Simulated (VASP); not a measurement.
# S (Im-3m) in VASP: a series of runs

Runs on S. Level: LDA. Tasks: single point.

Program: VASP 6.6.1. These are calculated values, not measurements. Logs are shortened: lines on timing, memory, paths and dates and some standing lists are left out, and cuts for length are marked.

## Step 1: The cell of the first run

It takes space group Im-3m (No. 229, cubic). The conventional cell has a = 2.271 Å, b = 2.271 Å, c = 2.271 Å, α = 90.00°, β = 90.00°, γ = 90.00°. Within 2.6 Å of S (site symmetry m-3m) lie 14 S at 1.97 to 2.27 Å.

## Step 2: Single point, LDA (volume scaled by 0.4)

INCAR

```
ALGO = Normal ; EDIFF = 1E-6
ENCUT = 520 ; GGA = CA
ISIF = 2 ; ISMEAR = -1
LASPH = T ; LCHARG = F
LREAL = F ; LWAVE = F
NBANDS = 9 ; NELM = 80
PREC = Accurate ; SIGMA = 0.08
```

KPOINTS

```
k-points
0
Gamma
  16 16 16
```

POSCAR

```
S
1.0
   -1.1354076769      1.1354076769      1.1354076769
    1.1354076769     -1.1354076769      1.1354076769
    1.1354076769      1.1354076769     -1.1354076769
S
1
Direct
    0.0000000000      0.0000000000      0.0000000000
```

Potentials or basis: VASP PAW LDA potentials, release 64 (S).

Run with:

```sh
cat potpaw_LDA.64/S/POTCAR > POTCAR
mpirun -np 1 vasp_std > vasp.out
```

OUTCAR:

```text
EDIFF = 1E-6
   ENCUT = 520
   GGA = CA
   ISIF = 2
   ISMEAR = -1
   LASPH = T
   LREAL = F
   NELM = 80
   PREC = Accurate

 ion  position               nearest neighbor table
   1  0.000  0.000  0.000-

  LATTYP: Found a body centered cubic cell.
 ALAT       =     2.2708153538

  Lattice vectors:

 A1 = (  -1.1354076769,   1.1354076769,   1.1354076769)
 A2 = (   1.1354076769,  -1.1354076769,   1.1354076769)
 A3 = (   1.1354076769,   1.1354076769,  -1.1354076769)

Analysis of symmetry for initial positions (statically):
=====================================================================
 Subroutine PRICEL returns:
 Original cell was already a primitive cell.

 Routine SETGRP: Setting up the symmetry group for a
 body centered cubic supercell.

 Subroutine GETGRP returns: Found 48 space group operations
 (whereof 48 operations were pure point group operations)
 out of a pool of 48 trial point group operations.

The static configuration has the point symmetry O_h .

Analysis of symmetry for dynamics (positions and initial velocities):
=====================================================================
 Subroutine PRICEL returns:
 Original cell was already a primitive cell.

 Routine SETGRP: Setting up the symmetry group for a
 body centered cubic supercell.

 Subroutine GETGRP returns: Found 48 space group operations
 (whereof 48 operations were pure point group operations)
 out of a pool of 48 trial point group operations.

The dynamic configuration has the point symmetry O_h .

 Subroutine INISYM returns: Found 48 space group operations
 (whereof 48 operations are pure point group operations),
 and found     1 'primitive' translations

----------------------------------------------------------------------------------------

                                     Primitive cell

  volume of cell :       5.8548

  direct lattice vectors                    reciprocal lattice vectors
    -1.135407677  1.135407677  1.135407677     0.000000000  0.440370459  0.440370459
     1.135407677 -1.135407677  1.135407677     0.440370459  0.000000000  0.440370459
     1.135407677  1.135407677 -1.135407677     0.440370459  0.440370459  0.000000000

  length of vectors
     1.966583784  1.966583784  1.966583784     0.622777876  0.622777876  0.622777876

  position of ions in fractional coordinates (direct lattice)
     0.000000000  0.000000000  0.000000000
[... 70 lines left out ...]
   ISPIN  =      1    spin polarized calculation?
   LNONCOLLINEAR =      F non collinear calculations
   LSORBIT =      F    spin-orbit coupling
   LASPH  =      T    aspherical Exc in radial PAW
   ENCUT  =  520.0 eV  38.22 Ry    6.18 a.u.   3.66  3.66  3.66*2*pi/ulx,y,z
   NELM   =     80;   NELMIN=  2; NELMDL= -5     # of ELM steps
   EDIFF  = 0.1E-05   stopping-criterion for ELM
   LREAL  =      F    real-space projection
[... 7 lines left out ...]
   TEBEG  =    0.0;   TEEND  =   0.0 temperature during run
   PSTRESS=    0.0 pullay stress
   NELECT =       6.0000    total number of electrons
   NUPDOWN=      -1.0000    fix difference up-down
   EMIN   =  10.00;   EMAX   =-10.00  energy-range for DOS
   EFERMI =   0.00;   METHOD = LEGACY
   ISMEAR =    -1;   SIGMA  =   0.08  broadening in eV -4-tet -1-fermi 0-gaus
   EFERMI_NEDOS =   21; number of points for ismear=-14 and -15
   IALGO  =     38    algorithm
   IMIX   =      4    mixing-type and parameters
     AMIX     =   0.40;   BMIX     =  1.00
     AMIX_MAG =   1.60;   BMIX_MAG =  1.00
  volume/ion in A,a.u.               =       5.85        39.51
  Fermi-wavevector in a.u.,A,eV,Ry     =   1.650517  3.119026 37.065093  2.724207
  Thomas-Fermi vector in A             =   2.739454
   LORBIT       =      0    0 simple, 1 ext, 2 COOP (PROOUT), +10 PAW based schemes
   GGA     = CA    functional components
   LHFCALC =     F    Hartree Fock is set to
   AEXX    =    0.0000 exact exchange contribution
   IVDW    =     0    specifies the selected vdW correction
   LEPSILON=     F    determine dielectric tensor
   LRPA    =     F    only Hartree local field effects (RPA)
 non-spin polarized calculation
  energy-cutoff  :      520.00
  volume of cell :        5.85
 maximum number of plane-waves:       165
   NGX =  7   NGY =  7   NGZ =  7

 number of electron       5.9999998 magnetization

 Free energy of the ion-electron system (eV)
  ---------------------------------------------------
  ext. energy  EPLUGINS =         0.00000000
  ---------------------------------------------------
  free energy    TOTEN  =         2.99282035 eV

  energy without entropy =        2.99771467  energy(sigma->0) =        2.99526751

 E-fermi :  29.5152     XC(G=0): -16.2957

 val. band max:       29.4977613394   @ k =   0.3125   0.0625   0.0625
 cond. band min:      29.5531603388   @ k =   0.5000   0.5000   0.0625
 fundamental gap:      0.0553989994
 Fermi energy:        29.5151570104

 k-point     1 :       0.0000    0.0000    0.0000
  band No.  band energies     occupation
      1      -3.4397      2.00000
      2      42.3555      0.00000
      3      42.3555      0.00000
      4      42.3555      0.00000
      5      43.2342      0.00000
      6      43.2342      0.00000
      7      43.2342      0.00000
      8      49.6691      0.00000
      9      49.6691      0.00000
[... 265 lines left out ...]
 k-point    24 :       0.2500    0.1875    0.0000
  band No.  band energies     occupation
      1       4.2833      2.00000
      2      20.2652      2.00000
      3      23.5396      2.00000
      4      32.4829      0.00000
      5      42.9879      0.00000
      6      45.3317      0.00000
      7      52.3557      0.00000
      8      55.9390      0.00000
      9      63.3355      0.00000

 [... further k-points ...]

------------------------ aborting loop because EDIFF is reached ----------------------------------------

  FORCE on cell =-STRESS in cart. coord.  units (eV):
  Direction    XX          YY          ZZ          XY          YZ          ZX
  --------------------------------------------------------------------------------------
  -------------------------------------------------------------------------------------
  Total       18.5135238     18.5135238     18.5135238     -0.0000000      0.0000000      0.0000000
  in kB     5066.2218186   5066.2218186   5066.2218186     -0.0000000      0.0000000      0.0000000
  external PRESSURE =    5066.2218186 kB  Pullay stress =       0.0000000 kB

 VOLUME and BASIS-vectors are now :
 -----------------------------------------------------------------------------
  energy-cutoff  :      520.00
  volume of cell :        5.85
      direct lattice vectors                 reciprocal lattice vectors
    -1.135407677  1.135407677  1.135407677     0.000000000  0.440370459  0.440370459
     1.135407677 -1.135407677  1.135407677     0.440370459  0.000000000  0.440370459
     1.135407677  1.135407677 -1.135407677     0.440370459  0.440370459  0.000000000

 POSITION                                       TOTAL-FORCE (eV/Angst)
 -----------------------------------------------------------------------------------
      0.00000      0.00000      0.00000        -0.000000      0.000000      0.000000
 -----------------------------------------------------------------------------------
    total drift:                               -0.000000     -0.000000      0.000000

  FREE ENERGIE OF THE ION-ELECTRON SYSTEM (eV)
  ---------------------------------------------------
  free  energy   TOTEN  =         2.9928203515 eV

  energy  without entropy=        2.9977146676  energy(sigma->0) =        2.99526751
```

OSZICAR:

```text
N       E                     dE             d eps       ncg     rms          rms(c)
DAV:   1     0.102954308399E+02    0.10295E+02   -0.37464E+03  3169   0.612E+02
DAV:   2     0.303699730991E+01   -0.72584E+01   -0.69386E+01  3668   0.819E+01
DAV:   3     0.295183278262E+01   -0.85165E-01   -0.85033E-01  2900   0.621E+00
DAV:   4     0.295174127834E+01   -0.91504E-04   -0.91501E-04  3267   0.187E-01
DAV:   5     0.295174125070E+01   -0.27633E-07   -0.29433E-07  2956   0.252E-03    0.473E+01
DAV:   6     0.297829903298E+01    0.26558E-01   -0.22496E-03  2828   0.358E-01    0.282E+01
DAV:   7     0.299282564267E+01    0.14527E-01   -0.47189E-03  2735   0.517E-01    0.171E-01
DAV:   8     0.299282180938E+01   -0.38333E-05   -0.16020E-05  3019   0.378E-02    0.777E-02
DAV:   9     0.299282036253E+01   -0.14468E-05   -0.17354E-06  2898   0.955E-03    0.734E-03
DAV:  10     0.299282035149E+01   -0.11044E-07   -0.48485E-09  1409   0.735E-04
   1 F= 0.29928204E+01 E0= 0.29952675E+01  d E =-.489432E-02
```

stdout:

```text
POSCAR found type information on POSCAR S
 POSCAR found :  1 types and       1 ions
 scaLAPACK will be used
 LDA part: xc-table for (Slater(with rela. corr.)+CA(PZ))
 , standard interpolation
 POSCAR, INCAR and KPOINTS ok, starting setup
 FFT: planning ... GRIDC
 FFT: planning ... GRID_SOFT
 FFT: planning ... GRID
 WAVECAR not read
 entering main loop
```

Wall time 3.2 s (1 thread of Intel Xeon Platinum 8488C (Sapphire Rapids), shared host); peak memory 0.11 GiB.

Results:

```yaml
Free_energy: 2.9928 eV
Pressure: 506.6 GPa
Band_gap_on_the_k_mesh: zero (band 3 reaches 42.36 eV, above the bottom of band 4 at 18.55 eV)
```

Levels at points of the mesh, in eV from the Fermi level:
| k point | band 1 | band 2 | band 3 | band 4 | band 5 | band 6 | band 7 | band 8 |
| --- | --- | --- | --- | --- | --- | --- | --- | --- |
| (0.00, 0.00, 0.00) | -32.95 | 12.84 | 12.84 | 12.84 | 13.72 | 13.72 | 13.72 | 20.15 |
| (0.50, 0.00, 0.00) | -20.33 | -19.05 | 2.20 | 3.85 | 6.85 | 10.55 | 27.67 | 30.11 |
| (0.50, 0.50, 0.50) | -9.10 | -9.10 | -9.10 | -5.50 | -5.50 | -0.77 | 36.45 | 36.45 |

## Step 3: Single point, LDA (volume scaled by 0.5)

INCAR

```
SYSTEM = S
PREC = Accurate
ENCUT = 520
EDIFF = 1E-6
ISMEAR = -1
SIGMA = 0.08
LREAL = .FALSE.
LASPH = .TRUE.
NELM = 100
ALGO = Normal
ISIF = 2
LWAVE = .FALSE.
LCHARG = .TRUE.
GGA = CA
LELF = .TRUE.
LVHAR = .TRUE.
NBANDS = 9
```

KPOINTS

```
regular mesh
0
G
  16 16 16
  0 0 0
```

POSCAR

```
S
1.0
   -1.2230808432      1.2230808432      1.2230808432
    1.2230808432     -1.2230808432      1.2230808432
    1.2230808432      1.2230808432     -1.2230808432
S
1
Direct
    0.0000000000      0.0000000000      0.0000000000
```

Potentials or basis: VASP PAW LDA potentials, release 64 (S).

Run with:

```sh
cat potpaw_LDA.64/S/POTCAR > POTCAR
mpirun -np 1 vasp_std > vasp.out
```

It took 3.1 s on 1 thread of Intel Xeon Platinum 8488C (Sapphire Rapids), shared host; peak memory 0.11 GiB.

Results (log left out):

| Property | Result |
| --- | --- |
| Free energy | -0.3448 eV |
| Pressure | 258.2 GPa |
| Band gap on the k mesh | zero (band 3 reaches 33.16 eV, above the bottom of band 4 at 12.06 eV) |

Levels at points of the mesh, in eV from the Fermi level:
```csv
k point,band 1,band 2,band 3,band 4,band 5,band 6,band 7,band 8
"(0.00, 0.00, 0.00)",-28.38,9.90,9.90,9.90,12.56,12.56,12.56,18.85
"(0.50, 0.00, 0.00)",-16.95,-16.79,1.16,5.10,5.50,9.11,24.82,25.95
"(0.50, 0.50, 0.50)",-7.75,-7.75,-7.75,-4.09,-2.76,-2.76,31.91,31.91
```

## Step 4: Single point, LDA (volume scaled by 0.6)

INCAR

```
ALGO = Normal
EDIFF = 1E-6
ENCUT = 520
GGA = CA
ISIF = 2
ISMEAR = -1
LASPH = T
LCHARG = F
LREAL = F
LWAVE = F
NBANDS = 9
NELM = 100
PREC = Accurate
SIGMA = 0.08
```

KPOINTS

```
k-points
0
Gamma
  16 16 16
```

POSCAR

```
S
1.0
   -1.2997173388      1.2997173388      1.2997173388
    1.2997173388     -1.2997173388      1.2997173388
    1.2997173388      1.2997173388     -1.2997173388
S
1
Direct
    0.0000000000      0.0000000000      0.0000000000
```

Run with:

```sh
cat potpaw_LDA.64/S/POTCAR > POTCAR
mpirun -np 1 vasp_std > vasp.out
```

It took 5.6 s on 1 thread of Intel Xeon Platinum 8488C (Sapphire Rapids), shared host; peak memory 0.11 GiB.

The run converged. Its results:

```
Free energy            : -2.1182 eV
Pressure               : 142.8 GPa
Band gap on the k mesh : zero (band 3 reaches 26.31 eV, above the bottom of band 4 at 9.56 eV)
```

Levels at points of the mesh, in eV from the Fermi level:
| k point | band 1 | band 2 | band 3 | band 4 | band 5 | band 6 | band 7 | band 8 |
| --- | --- | --- | --- | --- | --- | --- | --- | --- |
| (0.00, 0.00, 0.00) | -24.96 | 7.62 | 7.62 | 7.62 | 12.51 | 12.51 | 12.51 | 18.05 |
| (0.50, 0.00, 0.00) | -15.44 | -14.10 | 0.70 | 4.60 | 6.09 | 8.42 | 23.01 | 23.44 |
| (0.50, 0.50, 0.50) | -6.58 | -6.58 | -6.58 | -5.94 | -0.74 | -0.74 | 28.98 | 28.98 |

## Step 5: Single point, LDA (volume scaled by 0.6)

INCAR

```
SYSTEM = S
PREC = Accurate
ENCUT = 520
EDIFF = 1E-6
ISMEAR = -1
SIGMA = 0.08
LREAL = .False.
LASPH = .True.
NELM = 100
ALGO = Normal
ISIF = 2
LWAVE = .False.
LCHARG = .False.
NBANDS = 9
```

KPOINTS

```
regular mesh
0
Gamma
  16 16 16
  0 0 0
```

POSCAR is that of step 4.

Run with:

```sh
cat potpaw_LDA.64/S/POTCAR > POTCAR
mpirun -np 1 vasp_std > vasp.out
```

Run time: 6.1 s. Hardware: 1 thread of Intel Xeon Platinum 8488C (Sapphire Rapids), shared host; peak memory 0.11 GiB.

Results (log left out):

```
Free energy            : -2.1182 eV
Pressure               : 142.8 GPa
Band gap on the k mesh : zero (band 3 reaches 26.31 eV, above the bottom of band 4 at 9.56 eV)
```

Levels at points of the mesh, in eV from the Fermi level:
```
           k point  band 1  band 2  band 3  band 4  band 5  band 6  band 7  band 8
(0.00, 0.00, 0.00)  -24.96    7.62    7.62    7.62   12.51   12.51   12.51   18.05
(0.50, 0.00, 0.00)  -15.44  -14.10    0.70    4.60    6.09    8.42   23.01   23.44
(0.50, 0.50, 0.50)   -6.58   -6.58   -6.58   -5.94   -0.74   -0.74   28.98   28.98
```

## Step 6: Single point, LDA (volume scaled by 0.6)

INCAR

```
PREC     = Accurate       # precision mode
ENCUT    = 520            # plane-wave cutoff, eV
EDIFF    = 1E-7           # SCF threshold, eV
ISMEAR   = -1             # smearing method
SIGMA    = 0.08           # smearing width, eV
LREAL    = F              # projectors in reciprocal space
LASPH    = T              # aspherical terms in the spheres
NELM     = 80             # most SCF steps
ALGO     = Normal         # electronic algorithm
ISIF     = 2              # what is computed and relaxed
LWAVE    = F              # write WAVECAR
LCHARG   = T              # write CHGCAR
LELF     = T              # ELF
LVHAR    = T            
NBANDS   = 9              # bands
```

KPOINTS

```
regular mesh
0
Gamma
  16 16 16
```

POSCAR is that of step 5.

Potentials or basis: VASP PAW LDA potentials, release 64 (S).

Run with:

```sh
cat potpaw_LDA.64/S/POTCAR > POTCAR
mpirun -np 1 vasp_std > vasp.out
```

Wall time 9.3 s (1 thread of Intel Xeon Platinum 8488C (Sapphire Rapids), shared host); peak memory 0.11 GiB.

It converged, with:

- Free energy: -2.1182 eV
- Pressure: 142.8 GPa
- Band gap on the k mesh: zero (band 3 reaches 26.31 eV, above the bottom of band 4 at 9.56 eV)

Levels at points of the mesh, in eV from the Fermi level:
| k point | band 1 | band 2 | band 3 | band 4 | band 5 | band 6 |
| --- | --- | --- | --- | --- | --- | --- |
| (0.00, 0.00, 0.00) | -24.96 | 7.62 | 7.62 | 7.62 | 12.51 | 12.51 |
| (0.50, 0.00, 0.00) | -15.44 | -14.10 | 0.70 | 4.60 | 6.09 | 8.42 |
| (0.50, 0.50, 0.50) | -6.58 | -6.58 | -6.58 | -5.94 | -0.74 | -0.74 |

## Step 7: Summary

| cell | gap on the mesh (eV) | pressure (GPa) |
| --- | --- | --- |
| a = 1.967 Å, angles 109.5°, 1 atom | none | 506.6 |
| a = 2.118 Å, angles 109.5°, 1 atom | none | 258.2 |
| a = 2.251 Å, angles 109.5°, 1 atom | none | 142.8 |

Alike in all rows: task single point; level LDA; potentials or basis VASP PAW LDA potentials, release 64 (S); no spin polarisation; k mesh 16 × 16 × 16; cutoff (eV) 520; smearing fermi-dirac 0.08 eV.

Absolute energies hang on the potentials; compare differences alone.
